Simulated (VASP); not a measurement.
# C (R-3m) in VASP: notebook

The runs below take C through single point, relaxation of cell and atoms, with r2SCAN.

Program: VASP 6.6.1. These are calculated values, not measurements. Logs are shortened: lines on timing, memory, paths and dates and some standing lists are left out, and cuts for length are marked.

## (1) The cell of the first run

The structure is trigonal, space group R-3m (No. 166). The conventional cell has a = 2.456 Å, b = 2.456 Å, c = 10.658 Å, α = 90.00°, β = 90.00°, γ = 120.00°. Within 1.9 Å of C (site symmetry 3m) lie 3 C at 1.42 Å.

## (2) Single point, r2SCAN

File POSCAR:

```
C
1.0
    1.2278570421      0.7089035956      3.5527385382
   -1.2278570421      0.7089035956      3.5527385382
    0.0000000000     -1.4178071858      3.5527385393
C
2
Direct
    0.8333309632      0.8333309632      0.8333309632
    0.1666690368      0.1666690368      0.1666690368
```

File INCAR.step1:

```
  ALGO = Normal
  EDIFF = 1E-4
  ENCUT = 520
  GGA = PE
  ISMEAR = 1
  LASPH = T
  LCHARG = F
  LREAL = F
  LWAVE = T
  NBANDS = 11
  NELM = 60
  PREC = Accurate
  SIGMA = 0.1
```

File INCAR.step2:

```
  ALGO = Normal
  EDIFF = 1E-7
  ENCUT = 520
  ISIF = 2
  ISMEAR = 1
  ISTART = 1
  LASPH = T
  LCHARG = F
  LMIXTAU = T
  LREAL = F
  LWAVE = F
  METAGGA = R2SCAN
  NBANDS = 11
  NELM = 60
  PREC = Accurate
  SIGMA = 0.1
```

File KPOINTS:

```
k-points
0
Gamma
  10 10 10
```

Potentials or basis: VASP PAW PBE potentials, release 64 (C).

Run with:

```sh
cat potpaw_PBE.64/C/POTCAR > POTCAR
cp INCAR.step1 INCAR
mpirun -np 1 vasp_std > vasp.out
cp INCAR.step2 INCAR
mpirun -np 1 vasp_std > vasp.out
```

OUTCAR:

```text
EDIFF = 1E-7
   ENCUT = 520
   ISIF = 2
   ISMEAR = 1
   ISTART = 1
   LASPH = T
   LREAL = F
   METAGGA = R2SCAN
   NELM = 60
   PREC = Accurate

 ion  position               nearest neighbor table
   1  0.833  0.833  0.833-   2 1.42   2 1.42   2 1.42
   2  0.167  0.167  0.167-   1 1.42   1 1.42   1 1.42

  LATTYP: Found a trigonal (rhomboedric) cell.
 ALAT       =     3.8251965106
 COS(alpha) =     0.7939284183

  Lattice vectors:

 A1 = (   1.2278570421,   0.7089035956,   3.5527385382)
 A2 = (  -1.2278570421,   0.7089035956,   3.5527385382)
 A3 = (   0.0000000000,  -1.4178071858,   3.5527385393)

Analysis of symmetry for initial positions (statically):
=====================================================================
 Subroutine PRICEL returns:
 Original cell was already a primitive cell.

 Routine SETGRP: Setting up the symmetry group for a
 trigonal (rhombohedral) supercell.

 Subroutine GETGRP returns: Found 12 space group operations
 (whereof 12 operations were pure point group operations)
 out of a pool of 12 trial point group operations.

The static configuration has the point symmetry D_3d.

Analysis of symmetry for dynamics (positions and initial velocities):
=====================================================================
 Subroutine PRICEL returns:
 Original cell was already a primitive cell.

 Routine SETGRP: Setting up the symmetry group for a
 trigonal (rhombohedral) supercell.

 Subroutine GETGRP returns: Found 12 space group operations
 (whereof 12 operations were pure point group operations)
 out of a pool of 12 trial point group operations.

The dynamic configuration has the point symmetry D_3d.

 Subroutine INISYM returns: Found 12 space group operations
 (whereof 12 operations are pure point group operations),
 and found     1 'primitive' translations

----------------------------------------------------------------------------------------

                                     Primitive cell

  volume of cell :      18.5545

  direct lattice vectors                    reciprocal lattice vectors
     1.227857042  0.708903596  3.552738538     0.407213530  0.235104841  0.093824336
    -1.227857042  0.708903596  3.552738538    -0.407213530  0.235104841  0.093824336
     0.000000000 -1.417807186  3.552738539     0.000000000 -0.470209682  0.093824336

  length of vectors
     3.825196511  3.825196511  3.825196511     0.479479041  0.479479041  0.479479041

  position of ions in fractional coordinates (direct lattice)
     0.833330963  0.833330963  0.833330963
     0.166669037  0.166669037  0.166669037

  ion indices of the primitive-cell ions
   primitive index   ion index
                 1           1
                 2           2

----------------------------------------------------------------------------------------

 KPOINTS: k-points

Automatic generation of k-mesh.
 Grid dimensions read from file:
 generate k-points for:   10   10   10

 Generating k-lattice:

  Cartesian coordinates                     Fractional coordinates (reciprocal lattice)
     0.040721353  0.023510484  0.009382434     0.100000000  0.000000000 -0.000000000
    -0.040721353  0.023510484  0.009382434     0.000000000  0.100000000 -0.000000000
     0.000000000 -0.047020968  0.009382434     0.000000000  0.000000000  0.100000000

  Length of vectors
     0.047947904  0.047947904  0.047947904

  Shift w.r.t. Gamma in fractional coordinates (k-lattice)
     0.000000000  0.000000000  0.000000000

 Subroutine IBZKPT returns following result:
 ===========================================

 Found    116 irreducible k-points:

 Following reciprocal coordinates:
            Coordinates               Weight
  0.000000  0.000000  0.000000      1.000000
  0.100000  0.000000  0.000000      6.000000
  0.200000  0.000000  0.000000      6.000000
  0.300000  0.000000  0.000000      6.000000
  0.400000  0.000000  0.000000      6.000000
  0.500000  0.000000  0.000000      3.000000
[... 16 lines left out ...]
  0.300000  0.300000  0.000000      6.000000
  0.400000  0.300000  0.000000     12.000000
 [... further k-points ...]
   k-points           NKPTS =    116   k-points in BZ     NKDIM =    116   number of bands    NBANDS=     11
   number of dos      NEDOS =    301   number of ions     NIONS =      2
   total plane-waves  NPLWV =  21952
   dimension x,y,z NGX =    28 NGY =   28 NGZ =   28
   dimension x,y,z NGXF=    56 NGYF=   56 NGZF=   56
   ions per type =               2
   NGX,Y,Z   is equivalent  to a cutoff of  12.17, 12.17, 12.17 a.u.
   NGXF,Y,Z  is equivalent  to a cutoff of  24.34, 24.34, 24.34 a.u.
 SYSTEM =  unknown system
   PREC   = accura    normal or accurate (medium, high low for compatibility)
   ISTART =      1    job   : 0-new  1-cont  2-samecut
   ICHARG =      0    charge: 1-file 2-atom 10-const
   ISPIN  =      1    spin polarized calculation?
   LNONCOLLINEAR =      F non collinear calculations
   LSORBIT =      F    spin-orbit coupling
   LASPH  =      T    aspherical Exc in radial PAW
   ENCUT  =  520.0 eV  38.22 Ry    6.18 a.u.   7.11  7.11  7.11*2*pi/ulx,y,z
   NELM   =     60;   NELMIN=  2; NELMDL=  0     # of ELM steps
   EDIFF  = 0.1E-06   stopping-criterion for ELM
   LREAL  =      F    real-space projection
   EDIFFG = 0.1E-05   stopping-criterion for IOM
   NSW    =      0    number of steps for IOM
   IBRION =     -1    ionic relax: 0-MD 1-quasi-New 2-CG
   NFREE  =      0    steps in history (QN), initial steepest desc. (CG)
   ISIF   =      2    stress and relaxation
   ISYM   =      2    0-nonsym 1-usesym 2-fastsym
   POTIM  = 0.5000    time-step for ionic-motion
   TEBEG  =    0.0;   TEEND  =   0.0 temperature during run
   PSTRESS=    0.0 pullay stress
   NELECT =       8.0000    total number of electrons
   NUPDOWN=      -1.0000    fix difference up-down
   EMIN   =  10.00;   EMAX   =-10.00  energy-range for DOS
   EFERMI =   0.00;   METHOD = LEGACY
   ISMEAR =     1;   SIGMA  =   0.10  broadening in eV -4-tet -1-fermi 0-gaus
   EFERMI_NEDOS =   21; number of points for ismear=-14 and -15
   IALGO  =     38    algorithm
   IMIX   =      4    mixing-type and parameters
     AMIX     =   0.40;   BMIX     =  1.00
     AMIX_MAG =   1.60;   BMIX_MAG =  1.00
  volume/ion in A,a.u.               =       9.28        62.61
  Fermi-wavevector in a.u.,A,eV,Ry     =   1.236768  2.337153 20.811414  1.529596
  Thomas-Fermi vector in A             =   2.371363
   LORBIT       =      0    0 simple, 1 ext, 2 COOP (PROOUT), +10 PAW based schemes
   METAGGA = R2SCAN    functional components
   LHFCALC =     F    Hartree Fock is set to
   AEXX    =    0.0000 exact exchange contribution
   IVDW    =     0    specifies the selected vdW correction
   LEPSILON=     F    determine dielectric tensor
   LRPA    =     F    only Hartree local field effects (RPA)
 non-spin polarized calculation
 Methfessel and Paxton  Order N= 1 SIGMA  =   0.10
  energy-cutoff  :      520.00
  volume of cell :       18.55
 maximum number of plane-waves:       517
   NGX = 15   NGY = 15   NGZ = 15

 number of electron       8.0000000 magnetization

 Free energy of the ion-electron system (eV)
  ---------------------------------------------------
  ext. energy  EPLUGINS =         0.00000000
  ---------------------------------------------------
  free energy    TOTEN  =       -19.88010704 eV

  energy without entropy =      -19.88021424  energy(sigma->0) =      -19.88014277

 E-fermi :   3.5778     XC(G=0): -10.7342

 val. band max:        3.5111136477   @ k =  -0.3000   0.3000   0.0000
 cond. band min:       5.0556928088   @ k =  -0.3000   0.3000   0.0000
 fundamental gap:      1.5445791612
 Fermi energy:         3.5778247883

 k-point     1 :       0.0000    0.0000    0.0000
  band No.  band energies     occupation
      1     -16.7366      2.00000
      2      -3.1359      2.00000
      3       0.9958      2.00000
      4       0.9958      2.00000
      5       8.1538      0.00000
      6      12.9519      0.00000
      7      12.9519      0.00000
      8      16.6544      0.00000
      9      17.5398      0.00000
     10      28.2671      0.00000
     11      29.0824      0.00000

 k-point     2 :       0.1000    0.0000    0.0000
  band No.  band energies     occupation
      1     -16.4820      2.00000
      2      -2.8636      2.00000
      3       0.0032      2.00000
      4       0.4885      2.00000
      5       8.5070      0.00000
      6      13.0685      0.00000
      7      14.0095      0.00000
      8      15.7380      0.00000
      9      18.0262      0.00000
     10      28.0977      0.00000
     11      29.0534      0.00000

 k-point     3 :       0.2000    0.0000    0.0000
  band No.  band energies     occupation
      1     -15.7229      2.00000
      2      -2.3452      2.00000
      3      -2.0561      2.00000
      4      -0.5966      2.00000
      5       9.5598      0.00000
      6      12.9570      0.00000
      7      13.4524      0.00000
      8      16.7005      0.00000
      9      19.4842      0.00000
     10      25.5144      0.00000
     11      28.6233      0.00000

 k-point     4 :       0.3000    0.0000    0.0000
  band No.  band energies     occupation
      1     -14.4749      2.00000
      2      -5.1515      2.00000
      3      -1.6498      2.00000
      4      -0.7556      2.00000
      5      10.5024      0.00000
      6      11.3191      0.00000
      7      12.6272      0.00000
      8      20.2339      0.00000
      9      20.7763      0.00000
     10      23.5798      0.00000
     11      26.8483      0.00000
[... 239 lines left out ...]
 k-point    22 :      -0.2000    0.2000    0.0000
  band No.  band energies     occupation
      1     -13.7587      2.00000
      2      -5.3511      2.00000
      3      -3.7130      2.00000
      4       0.1954      2.00000
      5       9.3008      0.00000
      6      11.8294      0.00000
      7      15.8434      0.00000
      8      16.9600      0.00000
      9      19.4371      0.00000
     10      25.0329      0.00000
     11      27.2444      0.00000

 k-point    23 :       0.3000    0.3000    0.0000
  band No.  band energies     occupation
      1     -14.4347      2.00000
      2      -5.1132      2.00000
      3      -1.6730      2.00000
      4      -1.1276      2.00000
      5      10.1879      0.00000
      6      12.1450      0.00000
      7      12.7105      0.00000
      8      20.2256      0.00000
      9      21.7871      0.00000
     10      22.8002      0.00000
     11      28.8294      0.00000

 k-point    24 :       0.4000    0.3000    0.0000
  band No.  band energies     occupation
      1     -13.4492      2.00000
      2      -6.4233      2.00000
      3      -2.8568      2.00000
      4      -0.1913      2.00000
      5       8.5780      0.00000
      6      13.1746      0.00000
      7      14.0246      0.00000
      8      20.1488      0.00000
      9      20.9171      0.00000
     10      24.4973      0.00000
     11      27.9091      0.00000

 [... further k-points ...]

------------------------ aborting loop because EDIFF is reached ----------------------------------------

  FORCE on cell =-STRESS in cart. coord.  units (eV):
  Direction    XX          YY          ZZ          XY          YZ          ZX
  --------------------------------------------------------------------------------------
  -------------------------------------------------------------------------------------
  Total        0.1184208      0.1184208     -0.0146430      0.0000000     -0.0000000     -0.0000000
  in kB       10.2256029     10.2256030     -1.2644189      0.0000000     -0.0000000     -0.0000000
  external PRESSURE =       6.3955957 kB  Pullay stress =       0.0000000 kB

 VOLUME and BASIS-vectors are now :
 -----------------------------------------------------------------------------
  energy-cutoff  :      520.00
  volume of cell :       18.55
      direct lattice vectors                 reciprocal lattice vectors
     1.227857042  0.708903596  3.552738538     0.407213530  0.235104841  0.093824336
    -1.227857042  0.708903596  3.552738538    -0.407213530  0.235104841  0.093824336
     0.000000000 -1.417807186  3.552738539     0.000000000 -0.470209682  0.093824336

 POSITION                                       TOTAL-FORCE (eV/Angst)
 -----------------------------------------------------------------------------------
      0.00000      0.00000      8.88182         0.000000      0.000000      0.000385
      0.00000      0.00000      1.77639         0.000000     -0.000000     -0.000385
 -----------------------------------------------------------------------------------
    total drift:                               -0.000000     -0.000000      0.000000

  FREE ENERGIE OF THE ION-ELECTRON SYSTEM (eV)
  ---------------------------------------------------
  free  energy   TOTEN  =       -19.8801070413 eV

  energy  without entropy=      -19.8802142386  energy(sigma->0) =      -19.88014277
```

Run time: 62 s. Hardware: 1 thread of Intel Xeon 6975P-C (Granite Rapids), shared host; peak memory 0.16 GiB.

Results:

```yaml
Free_energy: -19.8801 eV
Pressure: 0.6 GPa
Band_gap_on_the_k_mesh: 1.54 eV, direct
```

Levels at points of the mesh, in eV from the valence-band top:
```tsv
k point	band 1	band 2	band 3	band 4	band 5	band 6	band 7	band 8
(0.00, 0.00, 0.00)	-20.25	-6.65	-2.52	-2.52	4.64	9.44	9.44	13.14
(0.50, 0.00, 0.00)	-14.66	-13.42	-6.12	-1.57	2.77	8.60	12.76	13.21
(0.50, 0.50, 0.00)	-14.59	-13.37	-6.15	-2.10	2.18	8.34	14.16	15.66
(0.50, 0.50, 0.50)	-20.06	-8.14	-2.53	-2.53	9.41	9.41	10.40	13.29
```

Caveat: the PAW data sets were made with another functional, which shifts forces and pressure a little. A k mesh can miss the band edges.

## (3) Relaxation of cell and atoms, r2SCAN

This run uses another cell than the first one, of 8.74 Å³/atom, 0.942 times its volume.

File POSCAR:

```
C
1.0
    1.2280287100      0.7090027100      3.3470114500
   -1.2280287100      0.7090027100      3.3470114500
    0.0000000000     -1.4180054100      3.3470114500
C
2
Direct
    0.8359999984      0.8359999984      0.8360000043
    0.1639999993      0.1639999993      0.1640000004
```

File INCAR.step1:

```
SYSTEM = C
ALGO     = Normal         ! electronic algorithm
EDIFF    = 1E-4           ! SCF threshold, eV
ENCUT    = 600            ! plane-wave cutoff, eV
GGA      = PE             ! functional
ISMEAR   = 1              ! smearing method
LASPH    = .True.         ! aspherical terms in the spheres
LCHARG   = .False.        ! write CHGCAR
LREAL    = .False.        ! projectors in reciprocal space
LWAVE    = .True.         ! write WAVECAR
NELM     = 100            ! most SCF steps
PREC     = Accurate       ! precision mode
SIGMA    = 0.1            ! smearing width, eV
```

File INCAR.step2:

```
SYSTEM = C
ALGO     = Normal         ! electronic algorithm
EDIFF    = 1E-6           ! SCF threshold, eV
EDIFFG   = -0.01          ! ionic threshold
ENCUT    = 600            ! plane-wave cutoff, eV
IBRION   = 2              ! ionic algorithm
ISIF     = 3              ! what is computed and relaxed
ISMEAR   = 1              ! smearing method
ISTART   = 1            
LASPH    = .True.         ! aspherical terms in the spheres
LCHARG   = .False.        ! write CHGCAR
LMIXTAU  = .True.       
LREAL    = .False.        ! projectors in reciprocal space
LWAVE    = .False.        ! write WAVECAR
METAGGA  = R2SCAN         ! meta-GGA
NELM     = 100            ! most SCF steps
NSW      = 50             ! ionic steps
PREC     = Accurate       ! precision mode
SIGMA    = 0.1            ! smearing width, eV
```

File KPOINTS:

```
k-points
0
Gamma
  10 10 10
  0 0 0
```

Potentials or basis: VASP PAW PBE potentials, release 64 (C).

Run with:

```sh
cat potpaw_PBE.64/C/POTCAR > POTCAR
cp INCAR.step1 INCAR
mpirun -np 1 vasp_std > vasp.out
cp INCAR.step2 INCAR
mpirun -np 1 vasp_std > vasp.out
```

Wall time 11 min (1 thread of Intel Xeon 6975P-C (Granite Rapids), shared host); peak memory 0.17 GiB.

It converged, with:

| Property | Result |
| --- | --- |
| Free energy | -19.8844 eV |
| Relaxed volume | 9.14 Å³/atom |
| Relaxed cell | a = 3.772 Å, b = 3.772 Å, c = 3.772 Å, α = 38.01°, β = 38.01°, γ = 38.01° |
| Space group after relaxing (to 0.05 Å) | R-3m (No. 166) |
| Energy gained by relaxing | 13.9 meV/atom |
| Ionic steps | 15 |
| Pressure after relaxing | 0.0 GPa |
| Band gap on the k mesh | 1.48 eV, direct |

Step by step:
```tsv
step	energy change (eV)	largest force (eV/Å)	pressure (GPa)	volume (Å³)
1	0.0000	0.9171	0.40	17.48
2	-0.0142	0.6070	0.17	17.54
3	-0.0247	0.0051	0.36	17.52
4	-0.0252	0.0086	0.64	17.56
5	-0.0261	0.0184	1.48	17.70
6	-0.0256	0.0393	3.18	17.98
7	-0.0262	0.0257	2.07	17.80
8	-0.0263	0.0255	1.98	17.81
9	-0.0266	0.0247	1.73	17.86
10	-0.0271	0.0232	1.20	17.96
11	-0.0276	0.0202	0.22	18.17
12	-0.0277	0.0190	-0.20	18.25
13	-0.0277	0.0191	-0.15	18.24
14	-0.0277	0.0145	-0.12	18.25
15	-0.0277	0.0006	-0.01	18.27
```

Final structure:
```
C
1.0
     1.22840    0.70922    3.49559
    -1.22840    0.70922    3.49559
     0.00000   -1.41844    3.49559
C
2
Direct
  0.83333 0.83333 0.83333
  0.16667 0.16667 0.16667
```

Levels at points of the mesh, in eV from the valence-band top:
| k point | band 1 | band 2 | band 3 | band 4 | band 5 | band 6 | band 7 | band 8 |
| --- | --- | --- | --- | --- | --- | --- | --- | --- |
| (0.00, 0.00, 0.00) | -20.29 | -6.60 | -2.55 | -2.55 | 4.73 | 9.40 | 9.40 | 13.07 |
| (0.50, 0.00, 0.00) | -14.70 | -13.46 | -6.15 | -1.58 | 2.75 | 8.57 | 12.81 | 13.30 |
| (0.50, 0.50, 0.00) | -14.62 | -13.40 | -6.19 | -2.17 | 2.11 | 8.26 | 14.25 | 15.86 |
| (0.50, 0.50, 0.50) | -20.07 | -8.23 | -2.56 | -2.56 | 9.36 | 9.36 | 10.74 | 13.24 |

Caveat: the PAW data sets were made with another functional, which shifts forces and pressure a little. Zero-point motion and thermal expansion aren't in these numbers.
